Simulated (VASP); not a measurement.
Al8N7 (a cell with a defect), 15 atoms in the cell. The cell holds a defect, 15 atoms: a = 5.757 Å, b = 5.757 Å, c = 5.757 Å, α = 60.00°, β = 60.00°, γ = 60.00°.  This cell differs from its parent crystal: atoms taken out, atom 9 moved 0.250 of the way to it and -0.375 Å across, host rigid.

- Program: VASP 6.6.1
- Task: single point
- Functional: PBE
- Potentials or basis: VASP PAW PBE potentials, release 64 (Al, N)
- Cutoff: 520 eV
- k mesh: 4 × 4 × 4
- Occupations: gaussian, width 0.05 eV
- Spin: no spin polarisation
- Dipole correction: no
- Charge: 3
- Further INCAR settings: LREAL = Auto; ALGO = Normal; EDIFF = 1e-06; NBANDS = 42; NELECT = 56.0

Potentials or basis: VASP PAW PBE potentials, release 64 (Al, N).

Command:

```bash
$ cat potpaw_PBE.64/Al/POTCAR potpaw_PBE.64/N/POTCAR > POTCAR
$ mpirun -np 1 vasp_std > vasp.out
```

Hardware: 1 thread of Intel(R) Xeon(R) 6975P-C (Granite Rapids), on a shared host.

Question: How long does it take, and how much memory?

Answer: Wall time 3 min on 1 thread of Intel(R) Xeon(R) 6975P-C (Granite Rapids), on a shared host, peak memory 0.33 GiB. Counts: scf iterations 15, k points 24.
